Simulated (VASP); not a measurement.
# SbSe5 (R3m) in VASP: notebook

Runs on SbSe5. Level: PBE. Tasks: single point.

All numbers are computed with VASP 6.6.1; they aren't measurements. Logs are shortened: lines on timing, memory, paths and dates and some standing lists are left out, and cuts for length are marked.

## 1. The cell of the first run

Symmetry: R3m, No. 160, trigonal system. Conventional cell: a = 7.672 Å, b = 7.672 Å, c = 17.728 Å, α = 90.00°, β = 90.00°, γ = 120.00°. Sb (site symmetry 3m) has 4 Se at 2.66 to 2.81 Å within 3.5 Å. Se (site symmetry m) has 2 Se at 2.58 to 2.73 Å and 1 Sb at 2.66 Å within 3.4 Å. Se (site symmetry 3m) has 4 Se at 2.73 to 2.99 Å and 1 Sb at 2.81 Å within 3.6 Å. Se (site symmetry 3m) has 4 Se at 2.58 to 2.99 Å within 3.4 Å.

## 2. Single point, PBE

INCAR

```
SYSTEM = SbSe5
ALGO = Normal ; EDIFF = 1E-6
ENCUT = 520 ; GGA = PE
ISIF = 2 ; ISMEAR = 0
LASPH = .TRUE. ; LCHARG = .FALSE.
LREAL = .FALSE. ; LWAVE = .FALSE.
NBANDS = 26 ; NELM = 60
PREC = Accurate ; SIGMA = 0.2
```

KPOINTS

```
k-points
0
G
  3 3 3
  0 0 0
```

POSCAR

```
SbSe5
1.0
    3.8358198023      2.2146115954      5.9092243259
   -3.8358198023      2.2146115954      5.9092243259
    0.0000000000     -4.4292231909      5.9092243259
Sb Se
1 5
Direct
    0.2100329034      0.2100329034      0.2100329034
    0.9611219494      0.4798371645      0.9611219494
    0.9611219494      0.9611219494      0.4798371645
    0.4798371645      0.9611219494      0.9611219494
    0.0513531270      0.0513531270      0.0513531270
    0.8826271262      0.8826271262      0.8826271262
```

Potentials or basis: VASP PAW PBE potentials, release 64 (Sb, Se).

The run is started by

```bash
$ cat potpaw_PBE.64/Sb/POTCAR potpaw_PBE.64/Se/POTCAR > POTCAR
$ mpirun -np 1 vasp_std > vasp.out
```

OUTCAR:

```text
SYSTEM = SbSe5
   EDIFF = 1E-6
   ENCUT = 520
   GGA = PE
   ISIF = 2
   ISMEAR = 0
   LASPH = .TRUE.
   LREAL = .FALSE.
   NELM = 60
   PREC = Accurate

 ion  position               nearest neighbor table
   1  0.210  0.210  0.210-   3 2.66   2 2.66   4 2.66   5 2.81
   2  0.961  0.480  0.961-   6 2.58   1 2.66   5 2.73
   3  0.961  0.961  0.480-   6 2.58   1 2.66   5 2.73
   4  0.480  0.961  0.961-   6 2.58   1 2.66   5 2.73
   5  0.051  0.051  0.051-   2 2.73   4 2.73   3 2.73   1 2.81
   6  0.883  0.883  0.883-   2 2.58   4 2.58   3 2.58

  LATTYP: Found a trigonal (rhomboedric) cell.
 ALAT       =     7.3849136899
 COS(alpha) =     0.4604203756

  Lattice vectors:

 A1 = (   3.8358198023,   2.2146115954,   5.9092243259)
 A2 = (  -3.8358198023,   2.2146115954,   5.9092243259)
 A3 = (   0.0000000000,  -4.4292231909,   5.9092243259)

Analysis of symmetry for initial positions (statically):
=====================================================================
 Subroutine PRICEL returns:
 Original cell was already a primitive cell.

 Routine SETGRP: Setting up the symmetry group for a
 trigonal (rhombohedral) supercell.

 Subroutine GETGRP returns: Found  6 space group operations
 (whereof  6 operations were pure point group operations)
 out of a pool of 12 trial point group operations.

The static configuration has the point symmetry C_3v.

Analysis of symmetry for dynamics (positions and initial velocities):
=====================================================================
 Subroutine PRICEL returns:
 Original cell was already a primitive cell.

 Routine SETGRP: Setting up the symmetry group for a
 trigonal (rhombohedral) supercell.

 Subroutine GETGRP returns: Found  6 space group operations
 (whereof  6 operations were pure point group operations)
 out of a pool of 12 trial point group operations.

The dynamic configuration has the point symmetry C_3v.

 Subroutine INISYM returns: Found  6 space group operations
 (whereof  6 operations are pure point group operations),
 and found     1 'primitive' translations

----------------------------------------------------------------------------------------

                                     Primitive cell

  volume of cell :     301.1879

  direct lattice vectors                    reciprocal lattice vectors
     3.835819802  2.214611595  5.909224326     0.130350232  0.075257741  0.056408983
    -3.835819802  2.214611595  5.909224326    -0.130350232  0.075257741  0.056408983
     0.000000000 -4.429223191  5.909224326     0.000000000 -0.150515483  0.056408983

  length of vectors
     7.384913690  7.384913690  7.384913690     0.160738558  0.160738558  0.160738558

  position of ions in fractional coordinates (direct lattice)
     0.210032903  0.210032903  0.210032903
     0.961121949  0.479837164  0.961121949
     0.961121949  0.961121949  0.479837164
     0.479837164  0.961121949  0.961121949
     0.051353127  0.051353127  0.051353127
     0.882627126  0.882627126  0.882627126

  ion indices of the primitive-cell ions
   primitive index   ion index
                 1           1
                 2           2
                 3           3
                 4           4
                 5           5
                 6           6

----------------------------------------------------------------------------------------

 KPOINTS: k-points

Automatic generation of k-mesh.
 Grid dimensions read from file:
 generate k-points for:    3    3    3

 Generating k-lattice:

  Cartesian coordinates                     Fractional coordinates (reciprocal lattice)
     0.043450077  0.025085914  0.018802994     0.333333333 -0.000000000 -0.000000000
    -0.043450077  0.025085914  0.018802994    -0.000000000  0.333333333 -0.000000000
     0.000000000 -0.050171828  0.018802994     0.000000000  0.000000000  0.333333333

  Length of vectors
     0.053579519  0.053579519  0.053579519

  Shift w.r.t. Gamma in fractional coordinates (k-lattice)
     0.000000000  0.000000000  0.000000000

 Subroutine IBZKPT returns following result:
 ===========================================

 Found      6 irreducible k-points:

 Following reciprocal coordinates:
            Coordinates               Weight
  0.000000  0.000000  0.000000      1.000000
  0.333333  0.000000  0.000000      6.000000
  0.333333  0.333333  0.000000      6.000000
 -0.333333  0.333333  0.000000      6.000000
  0.333333  0.333333  0.333333      2.000000
 -0.333333  0.333333  0.333333      6.000000
   k-points           NKPTS =      6   k-points in BZ     NKDIM =      6   number of bands    NBANDS=     26
   number of dos      NEDOS =    301   number of ions     NIONS =      6
   total plane-waves  NPLWV = 175616
   dimension x,y,z NGX =    56 NGY =   56 NGZ =   56
   dimension x,y,z NGXF=   112 NGYF=  112 NGZF=  112
   ions per type =               1   5
   NGX,Y,Z   is equivalent  to a cutoff of  12.61, 12.61, 12.61 a.u.
   NGXF,Y,Z  is equivalent  to a cutoff of  25.21, 25.21, 25.21 a.u.
 SYSTEM =  SbSe5
   PREC   = accura    normal or accurate (medium, high low for compatibility)
   ISTART =      0    job   : 0-new  1-cont  2-samecut
   ICHARG =      2    charge: 1-file 2-atom 10-const
   ISPIN  =      1    spin polarized calculation?
   LNONCOLLINEAR =      F non collinear calculations
   LSORBIT =      F    spin-orbit coupling
   LASPH  =      T    aspherical Exc in radial PAW
   ENCUT  =  520.0 eV  38.22 Ry    6.18 a.u.  13.73 13.73 13.73*2*pi/ulx,y,z
   NELM   =     60;   NELMIN=  2; NELMDL= -5     # of ELM steps
   EDIFF  = 0.1E-05   stopping-criterion for ELM
   LREAL  =      F    real-space projection
   EDIFFG = 0.1E-04   stopping-criterion for IOM
   NSW    =      0    number of steps for IOM
   IBRION =     -1    ionic relax: 0-MD 1-quasi-New 2-CG
   NFREE  =      0    steps in history (QN), initial steepest desc. (CG)
   ISIF   =      2    stress and relaxation
   ISYM   =      2    0-nonsym 1-usesym 2-fastsym
   POTIM  = 0.5000    time-step for ionic-motion
   TEBEG  =    0.0;   TEEND  =   0.0 temperature during run
   PSTRESS=    0.0 pullay stress
   NELECT =      35.0000    total number of electrons
   NUPDOWN=      -1.0000    fix difference up-down
   EMIN   =  10.00;   EMAX   =-10.00  energy-range for DOS
   EFERMI =   0.00;   METHOD = LEGACY
   ISMEAR =     0;   SIGMA  =   0.20  broadening in eV -4-tet -1-fermi 0-gaus
   EFERMI_NEDOS =   21; number of points for ismear=-14 and -15
   IALGO  =     38    algorithm
   IMIX   =      4    mixing-type and parameters
     AMIX     =   0.40;   BMIX     =  1.00
     AMIX_MAG =   1.60;   BMIX_MAG =  1.00
  volume/ion in A,a.u.               =      50.20       338.75
  Fermi-wavevector in a.u.,A,eV,Ry     =   0.798886  1.509676  8.683503  0.638219
  Thomas-Fermi vector in A             =   1.905884
   LORBIT       =      0    0 simple, 1 ext, 2 COOP (PROOUT), +10 PAW based schemes
   GGA     = PE    functional components
   LHFCALC =     F    Hartree Fock is set to
   AEXX    =    0.0000 exact exchange contribution
   IVDW    =     0    specifies the selected vdW correction
   LEPSILON=     F    determine dielectric tensor
   LRPA    =     F    only Hartree local field effects (RPA)
 non-spin polarized calculation
 Gauss-broadening in eV      SIGMA  =   0.20
  energy-cutoff  :      520.00
  volume of cell :      301.19
 maximum number of plane-waves:      8122
   NGX = 27   NGY = 27   NGZ = 27

 number of electron      34.9999999 magnetization

 Free energy of the ion-electron system (eV)
  ---------------------------------------------------
  ext. energy  EPLUGINS =         0.00000000
  ---------------------------------------------------
  free energy    TOTEN  =       -20.73878145 eV

  energy without entropy =      -20.65956625  energy(sigma->0) =      -20.69917385

 E-fermi :  -0.5533     XC(G=0):  -6.0219

 val. band max:       -0.5692454772   @ k =  -0.3333   0.3333   0.3333
 cond. band min:      -0.5349301985   @ k =   0.3333   0.0000   0.0000
 fundamental gap:      0.0343152787
 Fermi energy:        -0.5532856257

 k-point     1 :       0.0000    0.0000    0.0000
  band No.  band energies     occupation
      1     -15.2042      2.00000
      2     -13.4540      2.00000
      3     -12.9057      2.00000
      4     -12.9057      2.00000
      5     -11.7154      2.00000
      6      -9.0163      2.00000
[... 18 lines left out ...]
     25       3.7813      0.00000
     26       5.4443      0.00000

 k-point     2 :       0.3333    0.0000    0.0000
  band No.  band energies     occupation
      1     -15.0257      2.00000
      2     -14.1268      2.00000
      3     -12.9075      2.00000
      4     -12.2290      2.00000
      5     -11.7711      2.00000
      6      -9.0982      2.00000
[... 18 lines left out ...]
     25       4.5365      0.00000
     26       5.4625      0.00000

 k-point     3 :       0.3333    0.3333    0.0000
  band No.  band energies     occupation
      1     -14.9614      2.00000
      2     -14.2301      2.00000
      3     -12.9112      2.00000
      4     -12.3745      2.00000
      5     -11.5133      2.00000
      6      -9.1444      2.00000
[... 18 lines left out ...]
     25       4.5464      0.00000
     26       5.3135      0.00000

 k-point     4 :      -0.3333    0.3333    0.0000
  band No.  band energies     occupation
      1     -14.7654      2.00000
      2     -14.5355      2.00000
      3     -12.9119      2.00000
      4     -12.1252      2.00000
      5     -11.6137      2.00000
      6      -9.1759      2.00000
[... 18 lines left out ...]
     25       4.9667      0.00000
     26       5.4683      0.00000

 k-point     5 :       0.3333    0.3333    0.3333
  band No.  band energies     occupation
      1     -15.0878      2.00000
      2     -13.8248      2.00000
      3     -12.9090      2.00000
      4     -12.9090      2.00000
      5     -11.2672      2.00000
      6      -9.1218      2.00000
[... 18 lines left out ...]
     25       4.1890      0.00000
     26       5.3306      0.00000

 k-point     6 :      -0.3333    0.3333    0.3333
  band No.  band energies     occupation
      1     -14.8740      2.00000
      2     -14.3564      2.00000
      3     -12.9110      2.00000
      4     -12.4593      2.00000
      5     -11.3137      2.00000
      6      -9.1959      2.00000
[... 18 lines left out ...]
     25       4.7915      0.00000
     26       5.1939      0.00000

------------------------ aborting loop because EDIFF is reached ----------------------------------------

  FORCE on cell =-STRESS in cart. coord.  units (eV):
  Direction    XX          YY          ZZ          XY          YZ          ZX
  --------------------------------------------------------------------------------------
  -------------------------------------------------------------------------------------
  Total        0.0049131      0.0049131     -0.1426825     -0.0000000      0.0000000      0.0000000
  in kB        0.0261356      0.0261356     -0.7590038     -0.0000000      0.0000000      0.0000000
  external PRESSURE =      -0.2355775 kB  Pullay stress =       0.0000000 kB

 VOLUME and BASIS-vectors are now :
 -----------------------------------------------------------------------------
  energy-cutoff  :      520.00
  volume of cell :      301.19
      direct lattice vectors                 reciprocal lattice vectors
     3.835819802  2.214611595  5.909224326     0.130350232  0.075257741  0.056408983
    -3.835819802  2.214611595  5.909224326    -0.130350232  0.075257741  0.056408983
     0.000000000 -4.429223191  5.909224326     0.000000000 -0.150515483  0.056408983

 POSITION                                       TOTAL-FORCE (eV/Angst)
 -----------------------------------------------------------------------------------
      0.00000     -0.00000      3.72339        -0.000000      0.000000     -0.018665
      1.84612     -1.06586     14.19444        -0.042502      0.024539      0.033956
      0.00000      2.13172     14.19444        -0.000000     -0.049077      0.033956
     -1.84612     -1.06586     14.19444         0.042502      0.024539      0.033956
      0.00000     -0.00000      0.91037        -0.000000      0.000000     -0.061275
      0.00000     -0.00000     15.64693        -0.000000      0.000000     -0.021929
 -----------------------------------------------------------------------------------
    total drift:                               -0.000000      0.000000      0.000553

  FREE ENERGIE OF THE ION-ELECTRON SYSTEM (eV)
  ---------------------------------------------------
  free  energy   TOTEN  =       -20.7387814483 eV

  energy  without entropy=      -20.6595662465  energy(sigma->0) =      -20.69917385
```

Wall time 35 s (1 thread of Intel Xeon 6975P-C (Granite Rapids), shared host); peak memory 0.42 GiB.

What came out:

| Item | Value |
| --- | --- |
| Free energy | -20.7388 eV |
| Pressure | 0.0 GPa |
| Largest force | 0.061 eV/Å |

Forces in eV/Å, atoms in the order of the input:
```
Sb   0.000  0.000 -0.019
Se  -0.043  0.025  0.034
Se   0.000 -0.049  0.034
Se   0.043  0.025  0.034
Se   0.000  0.000 -0.061
Se   0.000  0.000 -0.022
```

Caveat: spin-orbit coupling is left out, which moves the levels of the heavy elements.

## 3. Single point, PBE

This run uses another cell than the first one, of 47.99 Å³/atom, 0.956 times its volume.

INCAR

```
  ALGO = Normal
  EDIFF = 1E-6
  ENCUT = 520
  GGA = PE
  ISIF = 2
  ISMEAR = 0
  LASPH = T
  LCHARG = T
  LELF = T
  LREAL = F
  LVHAR = T
  LWAVE = F
  NBANDS = 26
  NELM = 80
  PREC = Accurate
  SIGMA = 0.1
```

KPOINTS

```
k-points
0
Gamma
  6 6 6
```

POSCAR

```
SbSe5
1.0
    3.7686364695      2.1758232801      5.8521616444
   -3.7686364695      2.1758232801      5.8521616444
    0.0000000000     -4.3516465603      5.8521616444
Sb Se
1 5
Direct
    0.2146589759      0.2146589759      0.2146589759
    0.9632056060      0.4738380781      0.9632056060
    0.9632056060      0.9632056060      0.4738380781
    0.4738380781      0.9632056060      0.9632056060
    0.0444219290      0.0444219290      0.0444219290
    0.8867640249      0.8867640249      0.8867640249
```

Potentials or basis: VASP PAW PBE potentials, release 64 (Sb, Se).

The run is started by

```bash
$ cat potpaw_PBE.64/Sb/POTCAR potpaw_PBE.64/Se/POTCAR > POTCAR
$ mpirun -np 1 vasp_std > vasp.out
```

Run time: 2.2 min. Hardware: 1 thread of Intel Xeon 6975P-C (Granite Rapids), shared host; peak memory 0.53 GiB.

It converged, with:

| Property | Result |
| --- | --- |
| Free energy | -20.7527 eV |
| Pressure | 0.0 GPa |
| Largest force | 0.025 eV/Å |

Forces in eV/Å, atoms in the order of the input:
```
Sb   0.000  0.000  0.025
Se  -0.014  0.008 -0.014
Se   0.000 -0.016 -0.014
Se   0.014  0.008 -0.014
Se   0.000  0.000  0.005
Se   0.000  0.000  0.012
```

Levels at points of the mesh, in eV from the Fermi level:
```csv
k point,band 14,band 15,band 16,band 17,band 18,band 19,band 20,band 21,band 22,band 23
"(0.00, 0.00, 0.00)",-1.22,-1.14,-0.93,-0.93,-0.29,1.57,1.63,1.63,2.19,2.19
"(0.50, 0.00, 0.00)",-1.94,-1.39,-0.67,-0.28,-0.11,1.57,1.61,2.13,2.64,2.66
"(0.50, 0.50, 0.00)",-1.78,-0.91,-0.77,-0.65,-0.13,1.47,2.01,2.42,2.47,2.68
"(0.50, 0.50, 0.50)",-1.67,-1.17,-1.17,-0.64,-0.28,0.99,2.39,2.39,2.83,2.83
```

Caveat: spin-orbit coupling is left out, which moves the levels of the heavy elements.
